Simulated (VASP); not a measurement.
# Pd2PtS6 (P-31m) in VASP: single point with r2SCAN

Aim: the single point of Pd2PtS6 with r2SCAN.

Everything below comes from runs of VASP 6.6.1. Logs are shortened: lines on timing, memory, paths and dates and some standing lists are left out, and cuts for length are marked.

## (1) The cell of the first run

The structure is trigonal, space group P-31m (No. 162). The conventional cell has a = 6.171 Å, b = 6.171 Å, c = 6.273 Å, α = 90.00°, β = 90.00°, γ = 120.00°. Within 3.2 Å of Pd (site symmetry 32) lie 6 S at 2.40 Å. Within 3.2 Å of Pt (site symmetry -3m) lie 6 S at 2.40 Å. S (site symmetry m) has 1 Pt at 2.40 Å and 2 Pd at 2.40 Å and 3 S at 3.21 to 3.22 Å within 3.3 Å.

## (2) Single point, r2SCAN

POSCAR

```
Pd2PtS6
1.0
    6.1705039395      0.0000000289      0.0000000000
   -3.0852519948      5.3438131513      0.0000000000
    0.0000000000      0.0000000000      6.2730940000
Pd Pt S
2 1 6
Direct
    0.6666666667      0.3333333333      0.0000000000
    0.3333333333      0.6666666667      0.0000000000
    0.0000000000      0.0000000000      0.0000000000
    0.6668830000      0.6668830000      0.1969960000
    0.3331170000      0.0000000000      0.1969960000
    0.0000000000      0.3331170000      0.1969960000
    0.0000000000      0.6668830000      0.8030040000
    0.6668830000      0.0000000000      0.8030040000
    0.3331170000      0.3331170000      0.8030040000
```

INCAR.step1

```
ALGO = Normal
EDIFF = 1E-4
ENCUT = 520
GGA = PE
ISMEAR = 0
LASPH = T
LCHARG = F
LREAL = F
LWAVE = T
NBANDS = 43
NELM = 80
PREC = Accurate
SIGMA = 0.02
```

INCAR.step2

```
ALGO = Normal
EDIFF = 1E-6
ENCUT = 520
ISIF = 2
ISMEAR = 0
ISTART = 1
LASPH = T
LCHARG = F
LMIXTAU = T
LREAL = F
LWAVE = F
METAGGA = R2SCAN
NBANDS = 43
NELM = 80
PREC = Accurate
SIGMA = 0.02
```

KPOINTS

```
k-points
0
Gamma
  6 6 6
```

Potentials or basis: VASP PAW PBE potentials, release 64 (Pd, Pt, S).

On the command line:

```sh
$ cat potpaw_PBE.64/Pd/POTCAR potpaw_PBE.64/Pt/POTCAR potpaw_PBE.64/S/POTCAR > POTCAR
$ cp INCAR.step1 INCAR
$ mpirun -np 1 vasp_std > vasp.out
$ cp INCAR.step2 INCAR
$ mpirun -np 1 vasp_std > vasp.out
```

OUTCAR:

```text
EDIFF = 1E-6
   ENCUT = 520
   ISIF = 2
   ISMEAR = 0
   ISTART = 1
   LASPH = T
   LREAL = F
   METAGGA = R2SCAN
   NELM = 80
   PREC = Accurate

 ion  position               nearest neighbor table
   1  0.667  0.333  0.000-   6 2.40   8 2.40   5 2.40   7 2.40   9 2.40   4 2.40
   2  0.333  0.667  0.000-   7 2.40   5 2.40   8 2.40   6 2.40   4 2.40   9 2.40
   3  0.000  0.000  0.000-   4 2.40   9 2.40   8 2.40   5 2.40   6 2.40   7 2.40
   4  0.667  0.667  0.197-   3 2.40   2 2.40   1 2.40
   5  0.333  0.000  0.197-   3 2.40   2 2.40   1 2.40
   6  0.000  0.333  0.197-   3 2.40   1 2.40   2 2.40
   7  0.000  0.667  0.803-   3 2.40   2 2.40   1 2.40
   8  0.667  0.000  0.803-   3 2.40   1 2.40   2 2.40
   9  0.333  0.333  0.803-   3 2.40   1 2.40   2 2.40

  LATTYP: Found a hexagonal cell.
 ALAT       =     6.1705039395
 C/A-ratio  =     1.0166258804

  Lattice vectors:

 A1 = (   6.1705039395,   0.0000000289,   0.0000000000)
 A2 = (  -3.0852519948,   5.3438131513,   0.0000000000)
 A3 = (   0.0000000000,   0.0000000000,   6.2730940000)

Analysis of symmetry for initial positions (statically):
=====================================================================
 Subroutine PRICEL returns:
 Original cell was already a primitive cell.

 Routine SETGRP: Setting up the symmetry group for a
 hexagonal supercell.

 Subroutine GETGRP returns: Found 12 space group operations
 (whereof 12 operations were pure point group operations)
 out of a pool of 24 trial point group operations.

The static configuration has the point symmetry D_3d.

Analysis of symmetry for dynamics (positions and initial velocities):
=====================================================================
 Subroutine PRICEL returns:
 Original cell was already a primitive cell.

 Routine SETGRP: Setting up the symmetry group for a
 hexagonal supercell.

 Subroutine GETGRP returns: Found 12 space group operations
 (whereof 12 operations were pure point group operations)
 out of a pool of 24 trial point group operations.

The dynamic configuration has the point symmetry D_3d.

 Subroutine INISYM returns: Found 12 space group operations
 (whereof 12 operations are pure point group operations),
 and found     1 'primitive' translations

----------------------------------------------------------------------------------------

                                     Primitive cell

  volume of cell :     206.8491

  direct lattice vectors                    reciprocal lattice vectors
     6.170503939  0.000000029  0.000000000     0.162061317  0.093566146  0.000000000
    -3.085251995  5.343813151  0.000000000    -0.000000001  0.187132291  0.000000000
     0.000000000  0.000000000  6.273094000     0.000000000  0.000000000  0.159410970

  length of vectors
     6.170503939  6.170503940  6.273094000     0.187132291  0.187132291  0.159410970

  position of ions in fractional coordinates (direct lattice)
     0.666666667  0.333333333  0.000000000
     0.333333333  0.666666667  0.000000000
     0.000000000  0.000000000  0.000000000
     0.666883000  0.666883000  0.196996000
     0.333117000  0.000000000  0.196996000
     0.000000000  0.333117000  0.196996000
     0.000000000  0.666883000  0.803004000
     0.666883000  0.000000000  0.803004000
     0.333117000  0.333117000  0.803004000

  ion indices of the primitive-cell ions
   primitive index   ion index
                 1           1
                 2           2
                 3           3
                 4           4
                 5           5
                 6           6
                 7           7
                 8           8
                 9           9

----------------------------------------------------------------------------------------

 KPOINTS: k-points

Automatic generation of k-mesh.
 Grid dimensions read from file:
 generate k-points for:    6    6    6

 Generating k-lattice:

  Cartesian coordinates                     Fractional coordinates (reciprocal lattice)
     0.027010220  0.015594358  0.000000000     0.166666667  0.000000000  0.000000000
    -0.000000000  0.031188715  0.000000000     0.000000000  0.166666667  0.000000000
     0.000000000  0.000000000  0.026568495     0.000000000  0.000000000  0.166666667

  Length of vectors
     0.031188715  0.031188715  0.026568495

  Shift w.r.t. Gamma in fractional coordinates (k-lattice)
     0.000000000  0.000000000  0.000000000

 Subroutine IBZKPT returns following result:
 ===========================================

 Found     34 irreducible k-points:

 Following reciprocal coordinates:
            Coordinates               Weight
  0.000000  0.000000  0.000000      1.000000
  0.166667  0.000000  0.000000      6.000000
  0.333333  0.000000  0.000000      6.000000
  0.500000  0.000000  0.000000      3.000000
  0.166667  0.166667  0.000000      6.000000
  0.333333  0.166667  0.000000     12.000000
[... 16 lines left out ...]
 -0.166667  0.333333  0.333333      6.000000
  0.333333  0.166667  0.333333     12.000000
 [... further k-points ...]
   k-points           NKPTS =     34   k-points in BZ     NKDIM =     34   number of bands    NBANDS=     43
   number of dos      NEDOS =    301   number of ions     NIONS =      9
   total plane-waves  NPLWV = 110592
   dimension x,y,z NGX =    48 NGY =   48 NGZ =   48
   dimension x,y,z NGXF=    96 NGYF=   96 NGZF=   96
   ions per type =               2   1   6
   NGX,Y,Z   is equivalent  to a cutoff of  12.93, 12.93, 12.72 a.u.
   NGXF,Y,Z  is equivalent  to a cutoff of  25.86, 25.86, 25.44 a.u.
 SYSTEM =  unknown system
   PREC   = accura    normal or accurate (medium, high low for compatibility)
   ISTART =      1    job   : 0-new  1-cont  2-samecut
   ICHARG =      0    charge: 1-file 2-atom 10-const
   ISPIN  =      1    spin polarized calculation?
   LNONCOLLINEAR =      F non collinear calculations
   LSORBIT =      F    spin-orbit coupling
   LASPH  =      T    aspherical Exc in radial PAW
   ENCUT  =  520.0 eV  38.22 Ry    6.18 a.u.  11.47 11.47 11.66*2*pi/ulx,y,z
   NELM   =     80;   NELMIN=  2; NELMDL=  0     # of ELM steps
   EDIFF  = 0.1E-05   stopping-criterion for ELM
   LREAL  =      F    real-space projection
   EDIFFG = 0.1E-04   stopping-criterion for IOM
   NSW    =      0    number of steps for IOM
   IBRION =     -1    ionic relax: 0-MD 1-quasi-New 2-CG
   NFREE  =      0    steps in history (QN), initial steepest desc. (CG)
   ISIF   =      2    stress and relaxation
   ISYM   =      2    0-nonsym 1-usesym 2-fastsym
   POTIM  = 0.5000    time-step for ionic-motion
   TEBEG  =    0.0;   TEEND  =   0.0 temperature during run
   PSTRESS=    0.0 pullay stress
   NELECT =      66.0000    total number of electrons
   NUPDOWN=      -1.0000    fix difference up-down
   EMIN   =  10.00;   EMAX   =-10.00  energy-range for DOS
   EFERMI =   0.00;   METHOD = LEGACY
   ISMEAR =     0;   SIGMA  =   0.02  broadening in eV -4-tet -1-fermi 0-gaus
   EFERMI_NEDOS =   21; number of points for ismear=-14 and -15
   IALGO  =     38    algorithm
   IMIX   =      4    mixing-type and parameters
     AMIX     =   0.40;   BMIX     =  1.00
     AMIX_MAG =   1.60;   BMIX_MAG =  1.00
  volume/ion in A,a.u.               =      22.98       155.10
  Fermi-wavevector in a.u.,A,eV,Ry     =   1.118678  2.113994 17.026867  1.251439
  Thomas-Fermi vector in A             =   2.255311
   LORBIT       =      0    0 simple, 1 ext, 2 COOP (PROOUT), +10 PAW based schemes
   METAGGA = R2SCAN    functional components
   LHFCALC =     F    Hartree Fock is set to
   AEXX    =    0.0000 exact exchange contribution
   IVDW    =     0    specifies the selected vdW correction
   LEPSILON=     F    determine dielectric tensor
   LRPA    =     F    only Hartree local field effects (RPA)
 non-spin polarized calculation
 Gauss-broadening in eV      SIGMA  =   0.02
  energy-cutoff  :      520.00
  volume of cell :      206.85
 maximum number of plane-waves:      5615
 NGX is ok and might be reduce to    48
   NGX = 23   NGY = 23   NGZ = 23

 number of electron      66.0000012 magnetization

 Free energy of the ion-electron system (eV)
  ---------------------------------------------------
  ext. energy  EPLUGINS =         0.00000000
  ---------------------------------------------------
  free energy    TOTEN  =      -148.19356519 eV

  energy without entropy =     -148.19356519  energy(sigma->0) =     -148.19356519

 E-fermi :   3.2639     XC(G=0):  -9.6770

 val. band max:        3.1082733994   @ k =   0.3333   0.0000   0.0000
 cond. band min:       4.2611111138   @ k =  -0.1667   0.5000   0.3333
 fundamental gap:      1.1528377144
 Fermi energy:         3.2639200533

 k-point     1 :       0.0000    0.0000    0.0000
  band No.  band energies     occupation
      1     -11.3298      2.00000
      2      -9.5729      2.00000
      3      -9.5729      2.00000
      4      -9.5056      2.00000
      5      -9.5056      2.00000
      6      -9.2481      2.00000
[... 35 lines left out ...]
     42      10.1703      0.00000
     43      10.5739      0.00000

 k-point     2 :       0.1667    0.0000    0.0000
  band No.  band energies     occupation
      1     -11.2238      2.00000
      2      -9.6661      2.00000
      3      -9.5938      2.00000
      4      -9.5608      2.00000
      5      -9.4987      2.00000
      6      -9.2659      2.00000
[... 35 lines left out ...]
     42      10.2580      0.00000
     43      10.6174      0.00000

 k-point     3 :       0.3333    0.0000    0.0000
  band No.  band energies     occupation
      1     -10.9255      2.00000
      2     -10.0007      2.00000
      3      -9.7091      2.00000
      4      -9.5396      2.00000
      5      -9.4704      2.00000
      6      -9.3132      2.00000
[... 919 lines left out ...]
      6      -9.3560      2.00000
[... 35 lines left out ...]
     42      10.6809      0.00000
     43      11.0287      0.00000

 k-point    24 :       0.3333    0.1667    0.3333
  band No.  band energies     occupation
      1     -10.6323      2.00000
      2     -10.1522      2.00000
      3      -9.8751      2.00000
      4      -9.5159      2.00000
      5      -9.4895      2.00000
      6      -9.3981      2.00000
[... 35 lines left out ...]
     42      10.2641      0.00000
     43      10.6797      0.00000

 [... further k-points ...]

------------------------ aborting loop because EDIFF is reached ----------------------------------------

  FORCE on cell =-STRESS in cart. coord.  units (eV):
  Direction    XX          YY          ZZ          XY          YZ          ZX
  --------------------------------------------------------------------------------------
  -------------------------------------------------------------------------------------
  Total       -2.9999763     -2.9999763     -1.2512235      0.0000000      0.0000000      0.0000000
  in kB      -23.2367138    -23.2367138     -9.6915172      0.0000000      0.0000000      0.0000000
  external PRESSURE =     -18.7216483 kB  Pullay stress =       0.0000000 kB

 VOLUME and BASIS-vectors are now :
 -----------------------------------------------------------------------------
  energy-cutoff  :      520.00
  volume of cell :      206.85
      direct lattice vectors                 reciprocal lattice vectors
     6.170503939  0.000000029  0.000000000     0.162061317  0.093566146  0.000000000
    -3.085251995  5.343813151  0.000000000    -0.000000001  0.187132291  0.000000000
     0.000000000  0.000000000  6.273094000     0.000000000  0.000000000  0.159410970

 POSITION                                       TOTAL-FORCE (eV/Angst)
 -----------------------------------------------------------------------------------
      3.08525      1.78127      0.00000         0.000000      0.000000      0.000000
     -0.00000      3.56254      0.00000         0.000000      0.000000      0.000000
      0.00000      0.00000      0.00000         0.000000      0.000000      0.000000
      2.05750      3.56370      1.23577         0.015310      0.026517     -0.065169
      2.05550      0.00000      1.23577        -0.030619     -0.000000     -0.065169
     -1.02775      1.78012      1.23577         0.015310     -0.026517     -0.065169
     -2.05750      3.56370      5.03732        -0.015310      0.026517      0.065169
      4.11500      0.00000      5.03732         0.030619      0.000000      0.065169
      1.02775      1.78012      5.03732        -0.015310     -0.026517      0.065169
 -----------------------------------------------------------------------------------
    total drift:                               -0.000000      0.000000     -0.000000

  FREE ENERGIE OF THE ION-ELECTRON SYSTEM (eV)
  ---------------------------------------------------
  free  energy   TOTEN  =      -148.1935651918 eV

  energy  without entropy=     -148.1935651918  energy(sigma->0) =     -148.19356519
```

It took 11 min on 1 thread of Intel Xeon Platinum 8488C (Sapphire Rapids), shared host; peak memory 0.54 GiB.

Results:

| Item | Value |
| --- | --- |
| Free energy | -148.1936 eV |
| Pressure | -1.9 GPa |
| Largest force | 0.072 eV/Å |
| Band gap on the k mesh | 1.15 eV (least direct gap 1.30 eV) |

Forces on the atoms (eV/Å):
```
Pd   0.000  0.000  0.000
Pd   0.000  0.000  0.000
Pt   0.000  0.000  0.000
S    0.015  0.027 -0.065
S   -0.031  0.000 -0.065
S    0.015 -0.027 -0.065
S   -0.015  0.027  0.065
S    0.031  0.000  0.065
S   -0.015 -0.027  0.065
```

Levels at points of the mesh, in eV from the valence-band top:
```csv
k point,band 30,band 31,band 32,band 33,band 34,band 35,band 36,band 37
"(0.00, 0.00, 0.00)",-1.01,-0.31,-0.31,-0.29,1.30,1.30,1.68,1.68
"(0.50, 0.00, 0.00)",-1.00,-0.94,-0.18,-0.01,1.43,1.68,1.70,2.01
"(0.00, 0.00, 0.50)",-1.14,-0.87,-0.34,-0.34,1.64,1.64,2.00,2.00
"(0.50, 0.00, 0.50)",-0.92,-0.67,-0.52,-0.36,1.37,1.59,1.71,1.86
```

Caveat: the PAW data sets were made with another functional, which shifts forces and pressure a little; spin-orbit coupling is left out, which moves the levels of the heavy elements. A k mesh can miss the band edges.
